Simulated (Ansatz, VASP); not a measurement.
Pb in VASP and in Ansatz

INCAR

```
  PREC = Accurate
  ENCUT = 520
  EDIFF = 1E-6
  ISMEAR = -1
  SIGMA = 0.05
  LREAL = False
  LASPH = True
  NELM = 100
  ALGO = Fast
  ISIF = 2
  LWAVE = False
  LCHARG = False
  GGA = PE
  NBANDS = 21
```

File KPOINTS:

```
Automatic mesh
0
Gamma
  9 9 5
```

File POSCAR:

```
Pb
1.0
    3.4566435916      0.0000000000      0.0000000000
   -1.7283217958      2.9935411621      0.0000000000
    0.0000000000      0.0000000000      5.5524820910
Pb
2
Direct
    0.6666666667      0.3333333333      0.7500000000
    0.3333333333      0.6666666667      0.2500000000
```

The input input.yaml:

```yaml
crystal:
  lattice:
    - [3.4566435916, 0.0, 0.0]
    - [-1.7283217958, 2.9935411621, 0.0]
    - [0.0, 0.0, 5.552482091]
  atoms:
    - { symbol: Pb, position: [0.6666666667, 0.3333333333, 0.75] }
    - { symbol: Pb, position: [0.3333333333, 0.6666666667, 0.25] }
kpoints:
  mp_grid: { grid: [9, 9, 5] }
scf:
  occupations: { method: fermi_dirac, width: 0.05 }
hamiltonian:
  xc: pbe
  pseudopotentials: { kind: all_electron, lapw: { basis_error: 0.0005 } }
output:
  forces: true
  stress: true
  eigenvalues: true
```

Change from the starting cell: volume scaled by 0.98.

Alike in both runs: task single point; functional PBE; k mesh 9 × 9 × 5; occupations fermi-dirac, width 0.05 eV; no spin polarisation.

```csv
,VASP,Ansatz
version,VASP 6.6.1,Ansatz 0.2.0
potentials or method,"VASP PAW PBE potentials, release 64 (Pb_d), cutoff 520 eV","all-electron LAPW, scalar-relativistic"
```

```tsv
	VASP	Ansatz	Ansatz less VASP
gap on the k mesh at the Fermi level (eV)	none	none	-
pressure (GPa)	5.3	5.3	+0.07
traceless stress, the component that is largest in VASP (GPa)	2.87	2.88	+0.011
```

A gap of «none» marks a metal or a gap that the smearing closes. Ansatz ran all-electron here, and VASP with PAW potentials.

Spin-orbit coupling is off throughout.
